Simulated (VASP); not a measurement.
The system is Cu.

```
Cu
1.0
     3.29116    0.00000    0.00000
    -1.64558    2.85023    0.00000
     0.00000    0.00000    3.73394
Cu
3
Direct
  0.22540 0.00000 0.33333
  0.00000 0.22540 0.66667
  0.77460 0.77460 0.00000
```

| Item | Value |
| --- | --- |
| Program | VASP 6.6.1 |
| Task | relaxation of cell and atoms |
| Functional | PBEsol |
| Potentials or basis | VASP PAW PBE potentials, release 64 (Cu) |
| Cutoff | 600 eV |
| k mesh | 6 × 6 × 6 |
| Occupations | gaussian, width 0.1 eV |
| Spin | no spin polarisation |

At the start: pressure 86.6 GPa; volume 11.68 Å³/atom.

Task: Where does the relaxation end?

Result: Over 36 steps the energy falls by 2544.9 meV/atom and the volume is 11.41 Å³/atom (-2.3 %); space group P3_121 (No. 152, to 0.1 Å) before, Im-3m (No. 229, to 0.1 Å).

The path:
| step | energy change (eV) | largest force (eV/Å) | pressure (GPa) | volume (Å³) |
| --- | --- | --- | --- | --- |
| 1 | 0.0000 | 14.8586 | 86.55 | 35.03 |
| 2 | -2.8547 | 0.0892 | -14.06 | 76.91 |
| 3 | -3.3382 | 0.0613 | -14.95 | 71.44 |
| 4 | -3.7730 | 0.0175 | -15.89 | 66.86 |
| 5 | -5.6797 | 0.0035 | -15.65 | 49.33 |
| 6 | -5.9277 | 1.7012 | -1.88 | 41.79 |
| 7 | -5.9995 | 0.6100 | -10.24 | 44.86 |
| 8 | -6.0154 | 0.8592 | -8.32 | 43.93 |
| 9 | -6.0151 | 0.9275 | -7.77 | 43.71 |
| 10 | -6.2182 | 0.6483 | -1.06 | 40.22 |
| 11 | -6.2405 | 0.4690 | 3.25 | 38.73 |
| 12 | -6.2785 | 0.0559 | 1.17 | 39.26 |
| 13 | -6.2820 | 0.0988 | 0.37 | 39.49 |
| 14 | -6.2957 | 0.0977 | -0.49 | 39.74 |
| 15 | -6.3367 | 0.0915 | -3.02 | 40.44 |
| 16 | -6.4544 | 0.0756 | -8.11 | 41.58 |
| 17 | -6.7922 | 0.0440 | -17.43 | 42.77 |
| 18 | -6.8736 | 0.0392 | -18.98 | 42.81 |
| 19 | -6.8098 | 0.0428 | -17.75 | 42.78 |
| 20 | -6.8107 | 0.0427 | -17.82 | 42.79 |
| 21 | -6.8132 | 0.0422 | -17.95 | 42.82 |
| 22 | -6.8179 | 0.0414 | -18.20 | 42.88 |
| 23 | -6.8254 | 0.0398 | -18.66 | 42.99 |
| 24 | -6.8338 | 0.0364 | -19.46 | 43.19 |
| 25 | -6.8442 | 0.0366 | -19.49 | 43.12 |
| 26 | -6.8749 | 0.0372 | -19.33 | 42.89 |
| 27 | -6.9355 | 0.0388 | -19.03 | 42.45 |
| 28 | -7.0524 | 0.0418 | -18.25 | 41.56 |
| 29 | -7.2678 | 0.0469 | -16.10 | 39.80 |
| 30 | -7.5753 | 0.0560 | -8.37 | 36.34 |
| 31 | -6.6114 | 0.0609 | 42.18 | 29.62 |
| 32 | -7.6069 | 0.0548 | -5.68 | 35.58 |
| 33 | -7.6217 | 0.0538 | -1.79 | 34.65 |
| 34 | -7.6240 | 0.0502 | -1.66 | 34.60 |
| 35 | -7.6298 | 0.0398 | -1.13 | 34.48 |
| 36 | -7.6347 | 0.0138 | 0.03 | 34.22 |

Final structure:
```
Cu
1.0
     3.98820    0.00000    0.00000
    -1.99410    3.45389    0.00000
     0.00000    0.00000    2.48390
Cu
3
Direct
  0.33366 0.00000 0.33333
  0.00000 0.33366 0.66667
  0.66634 0.66634 0.00000
```

Caveat: the k points lie up to 0.42 Å⁻¹ apart in the final cell, too coarse for converged energies and pressures of a metal; a cell axis changed by over 15 % at a fixed basis, so the end point is rough; the PAW data sets were made with another functional, which shifts forces and pressure a little.
